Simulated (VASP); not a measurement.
# MgO (Amm2) in VASP: notebook

MgO is run at these levels: LDA; tasks: single point.

Program: VASP 6.6.1. These are calculated values, not measurements. Logs are shortened: lines on timing, memory, paths and dates and some standing lists are left out, and cuts for length are marked.

### 1 The cell of the first run

The structure is orthorhombic, space group Amm2 (No. 38). The conventional cell has a = 2.680 Å, b = 2.938 Å, c = 5.012 Å, α = 90.00°, β = 90.00°, γ = 90.00°. Mg (site symmetry mm2) has 6 O at 2.14 to 2.16 Å and 2 Mg at 2.68 Å within 2.8 Å. Within 2.8 Å of O (site symmetry mm2) lie 6 Mg at 2.14 to 2.16 Å and 2 O at 2.68 Å.

### 2 Single point, LDA (strain -0.0150 x Voigt [0, 1, 0, 0, 0, 0])

INCAR reads:

```
  PREC = Accurate
  ENCUT = 520
  EDIFF = 1E-6
  ISMEAR = 0
  SIGMA = 0.05
  LREAL = F
  LASPH = T
  NELM = 80
  ALGO = Normal
  ISIF = 2
  LWAVE = F
  LCHARG = F
  NBANDS = 11
```

KPOINTS reads:

```
Automatic mesh
0
Gamma
  9 9 8
```

POSCAR reads:

```
MgO
1.0
    2.9380209034      0.0000000000      0.0000000000
   -1.4690104517      2.5062347281      0.0000000000
    0.0000000000      0.0000000000      2.6796800000
Mg O
1 1
Direct
    0.0000000000      0.0000000000      0.0000000000
    0.3333333333      0.6666666667      0.5000000000
```

Potentials or basis: VASP PAW LDA potentials, release 64 (Mg, O).

Command:

```bash
cat potpaw_LDA.64/Mg/POTCAR potpaw_LDA.64/O/POTCAR > POTCAR
mpirun -np 1 vasp_std > vasp.out
```

OUTCAR:

```text
PREC = Accurate
   ENCUT = 520
   EDIFF = 1E-6
   ISMEAR = 0
   LREAL = F
   LASPH = T
   NELM = 80
   ISIF = 2

 ion  position               nearest neighbor table
   1  0.000  0.000  0.000-   2 2.14   2 2.14   2 2.16   2 2.16   2 2.16   2 2.16
   2  0.333  0.667  0.500-   1 2.14   1 2.14   1 2.16   1 2.16   1 2.16   1 2.16

  Warning from LATTYP: Monoclinic adjustment (A1->A3, A2->A1, A3->A2)!
  LATTYP: Found a base centered orthorhombic cell.
 ALAT       =     2.9380209034
 B/A-ratio  =     1.7060700455
 C/A-ratio  =     0.9120697531

  Lattice vectors:

 A1 = (   1.4690104517,  -2.5062347281,   0.0000000000)
 A2 = (   1.4690104517,   2.5062347281,   0.0000000000)
 A3 = (   0.0000000000,   0.0000000000,   2.6796800000)

Analysis of symmetry for initial positions (statically):
=====================================================================
 Subroutine PRICEL returns:
 Original cell was already a primitive cell.

 Routine SETGRP: Setting up the symmetry group for a
 base centered orthorhombic supercell.

 Subroutine GETGRP returns: Found  4 space group operations
 (whereof  4 operations were pure point group operations)
 out of a pool of  8 trial point group operations.

The static configuration has the point symmetry C_2v.

Analysis of symmetry for dynamics (positions and initial velocities):
=====================================================================
 Subroutine PRICEL returns:
 Original cell was already a primitive cell.

 Routine SETGRP: Setting up the symmetry group for a
 base centered orthorhombic supercell.

 Subroutine GETGRP returns: Found  4 space group operations
 (whereof  4 operations were pure point group operations)
 out of a pool of  8 trial point group operations.

The dynamic configuration has the point symmetry C_2v.

 Subroutine INISYM returns: Found  4 space group operations
 (whereof  4 operations are pure point group operations),
 and found     1 'primitive' translations

----------------------------------------------------------------------------------------

                                     Primitive cell

  volume of cell :      19.7315

  direct lattice vectors                    reciprocal lattice vectors
     2.938020903  0.000000000  0.000000000     0.340365175  0.199502463  0.000000000
    -1.469010452  2.506234728  0.000000000     0.000000000  0.399004925  0.000000000
     0.000000000  0.000000000  2.679680000     0.000000000  0.000000000  0.373178887

  length of vectors
     2.938020903  2.905030847  2.679680000     0.394524632  0.399004925  0.373178887

  position of ions in fractional coordinates (direct lattice)
     0.000000000  0.000000000  0.000000000
     0.333333333  0.666666667  0.500000000

  ion indices of the primitive-cell ions
   primitive index   ion index
                 1           1
                 2           2

----------------------------------------------------------------------------------------

 KPOINTS: Automatic mesh

Automatic generation of k-mesh.
 Grid dimensions read from file:
 generate k-points for:    9    9    8

 Generating k-lattice:

  Cartesian coordinates                     Fractional coordinates (reciprocal lattice)
     0.037818353  0.022166940  0.000000000     0.111111111  0.000000000  0.000000000
     0.000000000  0.044333881  0.000000000     0.000000000  0.111111111  0.000000000
     0.000000000  0.000000000  0.046647361     0.000000000  0.000000000  0.125000000

  Length of vectors
     0.043836070  0.044333881  0.046647361

  Shift w.r.t. Gamma in fractional coordinates (k-lattice)
     0.000000000  0.000000000  0.000000000

 Subroutine IBZKPT returns following result:
 ===========================================

 Found    125 irreducible k-points:

 Following reciprocal coordinates:
            Coordinates               Weight
  0.000000  0.000000  0.000000      1.000000
  0.111111  0.000000  0.000000      4.000000
  0.222222  0.000000  0.000000      4.000000
  0.333333  0.000000  0.000000      4.000000
  0.444444  0.000000  0.000000      4.000000
  0.000000  0.111111  0.000000      2.000000
[... 16 lines left out ...]
  0.333333  0.333333  0.000000      2.000000
  0.000000  0.444444  0.000000      2.000000
 [... further k-points ...]
   k-points           NKPTS =    125   k-points in BZ     NKDIM =    125   number of bands    NBANDS=     11
   number of dos      NEDOS =    301   number of ions     NIONS =      2
   total plane-waves  NPLWV =  11520
   dimension x,y,z NGX =    24 NGY =   24 NGZ =   20
   dimension x,y,z NGXF=    48 NGYF=   48 NGZF=   40
   ions per type =               1   1
   NGX,Y,Z   is equivalent  to a cutoff of  13.58, 13.73, 12.41 a.u.
   NGXF,Y,Z  is equivalent  to a cutoff of  27.16, 27.47, 24.82 a.u.
 SYSTEM =  unknown system
   PREC   = accura    normal or accurate (medium, high low for compatibility)
   ISTART =      0    job   : 0-new  1-cont  2-samecut
   ICHARG =      2    charge: 1-file 2-atom 10-const
   ISPIN  =      1    spin polarized calculation?
   LNONCOLLINEAR =      F non collinear calculations
   LSORBIT =      F    spin-orbit coupling
   LASPH  =      T    aspherical Exc in radial PAW
   ENCUT  =  520.0 eV  38.22 Ry    6.18 a.u.   5.46  5.40  4.98*2*pi/ulx,y,z
   NELM   =     80;   NELMIN=  2; NELMDL= -5     # of ELM steps
   EDIFF  = 0.1E-05   stopping-criterion for ELM
   LREAL  =      F    real-space projection
   EDIFFG = 0.1E-04   stopping-criterion for IOM
   NSW    =      0    number of steps for IOM
   IBRION =     -1    ionic relax: 0-MD 1-quasi-New 2-CG
   NFREE  =      0    steps in history (QN), initial steepest desc. (CG)
   ISIF   =      2    stress and relaxation
   ISYM   =      2    0-nonsym 1-usesym 2-fastsym
   POTIM  = 0.5000    time-step for ionic-motion
   TEBEG  =    0.0;   TEEND  =   0.0 temperature during run
   PSTRESS=    0.0 pullay stress
   NELECT =       8.0000    total number of electrons
   NUPDOWN=      -1.0000    fix difference up-down
   EMIN   =  10.00;   EMAX   =-10.00  energy-range for DOS
   EFERMI =   0.00;   METHOD = LEGACY
   ISMEAR =     0;   SIGMA  =   0.05  broadening in eV -4-tet -1-fermi 0-gaus
   EFERMI_NEDOS =   21; number of points for ismear=-14 and -15
   IALGO  =     38    algorithm
   IMIX   =      4    mixing-type and parameters
     AMIX     =   0.40;   BMIX     =  1.00
     AMIX_MAG =   1.60;   BMIX_MAG =  1.00
  volume/ion in A,a.u.               =       9.87        66.58
  Fermi-wavevector in a.u.,A,eV,Ry     =   1.211672  2.289728 19.975371  1.468148
  Thomas-Fermi vector in A             =   2.347180
   LORBIT       =      0    0 simple, 1 ext, 2 COOP (PROOUT), +10 PAW based schemes
   GGA     = CA    functional components
   LHFCALC =     F    Hartree Fock is set to
   AEXX    =    0.0000 exact exchange contribution
   IVDW    =     0    specifies the selected vdW correction
   LEPSILON=     F    determine dielectric tensor
   LRPA    =     F    only Hartree local field effects (RPA)
 non-spin polarized calculation
 Gauss-broadening in eV      SIGMA  =   0.05
  energy-cutoff  :      520.00
  volume of cell :       19.73
 maximum number of plane-waves:       550
 NGX is ok and might be reduce to    24
   NGX = 11   NGY = 11   NGZ =  9

 number of electron       7.9999994 magnetization

 Free energy of the ion-electron system (eV)
  ---------------------------------------------------
  ext. energy  EPLUGINS =         0.00000000
  ---------------------------------------------------
  free energy    TOTEN  =       -12.69074039 eV

  energy without entropy =      -12.69074039  energy(sigma->0) =      -12.69074039

 E-fermi :   3.3301     XC(G=0): -11.3044

 val. band max:        3.0701657193   @ k =   0.0000   0.0000   0.5000
 cond. band min:       6.1465108374   @ k =   0.0000   0.0000   0.0000
 fundamental gap:      3.0763451181
 Fermi energy:         3.3300664655

 k-point     1 :       0.0000    0.0000    0.0000
  band No.  band energies     occupation
      1     -14.1338      2.00000
      2       2.4888      2.00000
      3       2.5714      2.00000
      4       2.6246      2.00000
      5       6.1465      0.00000
      6      14.7409      0.00000
      7      18.4549      0.00000
      8      18.8138      0.00000
      9      22.9684      0.00000
     10      23.7488      0.00000
     11      25.2878      0.00000

 k-point     2 :       0.1111    0.0000    0.0000
  band No.  band energies     occupation
      1     -14.0191      2.00000
      2       1.7000      2.00000
      3       2.4600      2.00000
      4       2.6654      2.00000
      5       6.8888      0.00000
      6      14.7905      0.00000
      7      17.4138      0.00000
      8      19.0439      0.00000
      9      23.5286      0.00000
     10      24.1020      0.00000
     11      25.7293      0.00000

 k-point     3 :       0.2222    0.0000    0.0000
  band No.  band energies     occupation
      1     -13.7117      2.00000
      2       0.2449      2.00000
      3       2.2373      2.00000
      4       2.7714      2.00000
      5       8.1708      0.00000
      6      14.2769      0.00000
      7      16.7027      0.00000
      8      19.7846      0.00000
      9      22.9331      0.00000
     10      23.8457      0.00000
     11      26.5901      0.00000
[... 267 lines left out ...]
 k-point    23 :       0.3333    0.3333    0.0000
  band No.  band energies     occupation
      1     -12.8503      2.00000
      2      -0.6791      2.00000
      3      -0.6526      2.00000
      4       3.0518      2.00000
      5      11.4926      0.00000
      6      14.4134      0.00000
      7      14.5370      0.00000
      8      22.2750      0.00000
      9      22.6600      0.00000
     10      23.9987      0.00000
     11      24.3220      0.00000

 k-point    24 :       0.0000    0.4444    0.0000
  band No.  band energies     occupation
      1     -13.0149      2.00000
      2      -1.7670      2.00000
      3       1.7297      2.00000
      4       2.9986      2.00000
      5       9.5040      0.00000
      6      13.6403      0.00000
      7      16.1573      0.00000
      8      20.6191      0.00000
      9      21.8261      0.00000
     10      24.9080      0.00000
     11      27.7981      0.00000

 [... further k-points ...]

------------------------ aborting loop because EDIFF is reached ----------------------------------------

  FORCE on cell =-STRESS in cart. coord.  units (eV):
  Direction    XX          YY          ZZ          XY          YZ          ZX
  --------------------------------------------------------------------------------------
  -------------------------------------------------------------------------------------
  Total       -1.1483907     -0.7114680     -1.5641379      0.0000000      0.0000000      0.0000000
  in kB      -93.2482522    -57.7705338   -127.0065307      0.0000000      0.0000000      0.0000000
  external PRESSURE =     -92.6751056 kB  Pullay stress =       0.0000000 kB

 VOLUME and BASIS-vectors are now :
 -----------------------------------------------------------------------------
  energy-cutoff  :      520.00
  volume of cell :       19.73
      direct lattice vectors                 reciprocal lattice vectors
     2.938020903  0.000000000  0.000000000     0.340365175  0.199502463  0.000000000
    -1.469010452  2.506234728  0.000000000     0.000000000  0.399004925  0.000000000
     0.000000000  0.000000000  2.679680000     0.000000000  0.000000000  0.373178887

 POSITION                                       TOTAL-FORCE (eV/Angst)
 -----------------------------------------------------------------------------------
      0.00000      0.00000      0.00000        -0.000000      0.003874      0.000000
     -0.00000      1.67082      1.33984         0.000000     -0.003874      0.000000
 -----------------------------------------------------------------------------------
    total drift:                                0.000000     -0.000038      0.000000

  FREE ENERGIE OF THE ION-ELECTRON SYSTEM (eV)
  ---------------------------------------------------
  free  energy   TOTEN  =       -12.6907403870 eV

  energy  without entropy=      -12.6907403870  energy(sigma->0) =      -12.69074039
```

Run time: 41 s. Hardware: 1 thread of AMD EPYC 7R13, shared host; peak memory 0.11 GiB.

What came out:

| Item | Value |
| --- | --- |
| Free energy | -12.6907 eV |
| Pressure | -9.3 GPa |
| Largest force | 0.004 eV/Å |
| Band gap on the k mesh | 3.08 eV, indirect (least direct gap 3.52 eV) |

Forces in eV/Å, atoms in the order of the input:
```
Mg   0.000  0.004  0.000
O    0.000 -0.004  0.000
```

Stress tensor (GPa, compression positive):
```
 -9.32   0.00   0.00
  0.00  -5.78   0.00
  0.00   0.00 -12.70
```

Caveat: the cell differs from its parent crystal (strain -0.0150 x Voigt [0, 1, 0, 0, 0, 0]).

### 3 Single point, LDA (strain +0.0150 x Voigt [0, 1, 0, 0, 0, 0])

INCAR reads:

```
SYSTEM = MgO
PREC = Accurate
ENCUT = 520
EDIFF = 1E-7
ISMEAR = 0
SIGMA = 0.05
LREAL = .False.
LASPH = .True.
NELM = 60
ALGO = Normal
ISIF = 2
LWAVE = .False.
LCHARG = .False.
NBANDS = 11
```

KPOINTS reads:

```
Automatic mesh
0
Gamma
  9 9 8
  0 0 0
```

POSCAR reads:

```
MgO
1.0
    2.9380209034      0.0000000000      0.0000000000
   -1.4690104517      2.5825667503      0.0000000000
    0.0000000000      0.0000000000      2.6796800000
Mg O
1 1
Direct
    0.0000000000      0.0000000000      0.0000000000
    0.3333333333      0.6666666667      0.5000000000
```

Potentials or basis: VASP PAW LDA potentials, release 64 (Mg, O).

Command:

```bash
cat potpaw_LDA.64/Mg/POTCAR potpaw_LDA.64/O/POTCAR > POTCAR
mpirun -np 1 vasp_std > vasp.out
```

OUTCAR:

```text
SYSTEM = MgO
   PREC = Accurate
   ENCUT = 520
   EDIFF = 1E-7
   ISMEAR = 0
   LREAL = .False.
   LASPH = .True.
   NELM = 60
   ISIF = 2

 ion  position               nearest neighbor table
   1  0.000  0.000  0.000-   2 2.17   2 2.17   2 2.17   2 2.17   2 2.18   2 2.18
   2  0.333  0.667  0.500-   1 2.17   1 2.17   1 2.17   1 2.17   1 2.18   1 2.18

  LATTYP: Found a base centered orthorhombic cell.
 ALAT       =     2.9380209034
 B/A-ratio  =     1.7580315697
 C/A-ratio  =     0.9120697531

  Lattice vectors:

 A1 = (   1.4690104517,  -2.5825667503,   0.0000000000)
 A2 = (   1.4690104517,   2.5825667503,   0.0000000000)
[... 524 lines left out ...]
  FORCE on cell =-STRESS in cart. coord.  units (eV):
  Direction    XX          YY          ZZ          XY          YZ          ZX
  --------------------------------------------------------------------------------------
  -------------------------------------------------------------------------------------
  Total       -1.4462911     -1.8769917     -1.4353892      0.0000000      0.0000000      0.0000000
  in kB     -113.9664230   -147.9052370   -113.1073686      0.0000000      0.0000000      0.0000000
  external PRESSURE =    -124.9930096 kB  Pullay stress =       0.0000000 kB

 VOLUME and BASIS-vectors are now :
 -----------------------------------------------------------------------------
  energy-cutoff  :      520.00
  volume of cell :       20.33
      direct lattice vectors                 reciprocal lattice vectors
     2.938020903  0.000000000  0.000000000     0.340365175  0.193605838  0.000000000
    -1.469010452  2.582566750  0.000000000     0.000000000  0.387211676  0.000000000
     0.000000000  0.000000000  2.679680000     0.000000000  0.000000000  0.373178887

 POSITION                                       TOTAL-FORCE (eV/Angst)
 -----------------------------------------------------------------------------------
      0.00000      0.00000      0.00000         0.000000     -0.015495      0.000000
     -0.00000      1.72171      1.33984        -0.000000      0.015495      0.000000
 -----------------------------------------------------------------------------------
    total drift:                                0.000000     -0.000736      0.000000

  FREE ENERGIE OF THE ION-ELECTRON SYSTEM (eV)
  ---------------------------------------------------
  free  energy   TOTEN  =       -12.6523879713 eV

  energy  without entropy=      -12.6523879713  energy(sigma->0) =      -12.65238797
```

Wall time 42 s (1 thread of AMD EPYC 7R13, shared host); peak memory 0.11 GiB.

Results:

- Free energy: -12.6524 eV
- Pressure: -12.5 GPa
- Largest force: 0.015 eV/Å
- Band gap on the k mesh: 2.79 eV, indirect (least direct gap 3.18 eV)

Forces in eV/Å, atoms in the order of the input:
```
Mg   0.000 -0.015  0.000
O    0.000  0.015  0.000
```

Stress tensor (GPa, compression positive):
```
-11.40   0.00   0.00
  0.00 -14.79   0.00
  0.00   0.00 -11.31
```

Caveat: the cell differs from its parent crystal (strain +0.0150 x Voigt [0, 1, 0, 0, 0, 0]). A k mesh can miss the band edges.

### 4 Single point, LDA (strain +0.0300 x Voigt [0, 1, 0, 0, 0, 0])

INCAR reads:

```
SYSTEM = MgO
PREC = Accurate
ENCUT = 520
EDIFF = 1E-6
ISMEAR = 0
SIGMA = 0.05
LREAL = .FALSE.
LASPH = .TRUE.
NELM = 80
ALGO = Normal
ISIF = 2
LWAVE = .FALSE.
LCHARG = .TRUE.
LELF = .TRUE.
LVHAR = .TRUE.
NBANDS = 11
```

KPOINTS reads:

```
Automatic mesh
0
G
  9 9 8
  0 0 0
```

POSCAR reads:

```
MgO
1.0
    2.9380209034      0.0000000000      0.0000000000
   -1.4690104517      2.6207327614      0.0000000000
    0.0000000000      0.0000000000      2.6796800000
Mg O
1 1
Direct
    0.0000000000      0.0000000000      0.0000000000
    0.3333333333      0.6666666667      0.5000000000
```

Command:

```bash
cat potpaw_LDA.64/Mg/POTCAR potpaw_LDA.64/O/POTCAR > POTCAR
mpirun -np 1 vasp_std > vasp.out
```

It took 48 s on 1 thread of AMD EPYC 7R13, shared host; peak memory 0.12 GiB.

It converged, with:

- Free energy: -12.6211 eV
- Pressure: -13.9 GPa
- Largest force: 0.041 eV/Å
- Band gap on the k mesh: 2.64 eV, indirect (least direct gap 3.01 eV)

Forces on the atoms (eV/Å):
```
Mg   0.000 -0.041  0.000
O    0.000  0.041  0.000
```

Stress tensor (GPa, compression positive):
```
-12.21   0.00   0.00
  0.00 -18.84   0.00
  0.00   0.00 -10.56
```

Levels at points of the mesh, in eV from the valence-band top:
| k point | band 2 | band 3 | band 4 | band 5 | band 6 | band 7 |
| --- | --- | --- | --- | --- | --- | --- |
| (0.00, 0.00, 0.00) | -0.84 | -0.68 | -0.37 | 2.64 | 11.50 | 14.44 |
| (0.00, 0.00, 0.50) | -5.34 | -0.29 | -0.17 | 7.70 | 8.61 | 16.58 |

Caveat: the cell differs from its parent crystal (strain +0.0300 x Voigt [0, 1, 0, 0, 0, 0]). A k mesh can miss the band edges.

### 5 The runs side by side

```csv
cell,gap on the mesh (eV),pressure (GPa),largest force (eV/Å)
"a = 2.938, b = 2.905, c = 2.680 Å, angles 90.0, 90.0, 120.4°, 2 atoms",3.08,-9.3,-
"a = 2.938, b = 2.971, c = 2.680 Å, angles 90.0, 90.0, 119.6°, 2 atoms",2.79,-12.5,0.02
"a = 2.938, b = 3.004, c = 2.680 Å, angles 90.0, 90.0, 119.3°, 2 atoms",2.64,-13.9,0.04
```

Alike in all rows: task single point; level LDA; potentials or basis VASP PAW LDA potentials, release 64 (Mg, O); no spin polarisation; k mesh 9 × 9 × 8; cutoff (eV) 520; smearing gaussian 0.05 eV.

Absolute energies hang on the potentials; compare differences alone.
